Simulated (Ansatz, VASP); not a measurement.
## Two plane-wave programs on Pd

```
Pd
1.0
     0.00000    1.97348    1.97348
     1.97348    0.00000    1.97348
     1.97348    1.97348    0.00000
Pd
1
Direct
  0.00000 0.00000 0.00000
```

Alike in both runs: task relaxation of cell and atoms; functional PBE; k mesh 18 × 18 × 18; occupations fermi-dirac, width 0.05 eV; no spin polarisation.

```csv
,VASP,Ansatz
version,VASP 6.6.1,Ansatz 0.2.0
potentials or method,"VASP PAW PBE potentials, release 64 (Pd)","PAW with Ansatz's default frozen-core files, scalar-relativistic"
plane-wave cutoff (eV),600,420
valence electrons in the cell,10,18
```

|  | VASP | Ansatz | Ansatz less VASP |
| --- | --- | --- | --- |
| relaxed volume (Å³/atom) | 15.29 | 15.32 | +0.031 |
| relaxed cell length with the largest relative difference (Å) | 2.786 | 2.788 | +0.0019 |

VASP's potentials hold 10 valence electrons a cell and Ansatz's 18, so a difference there can come from the potentials and not from the codes.
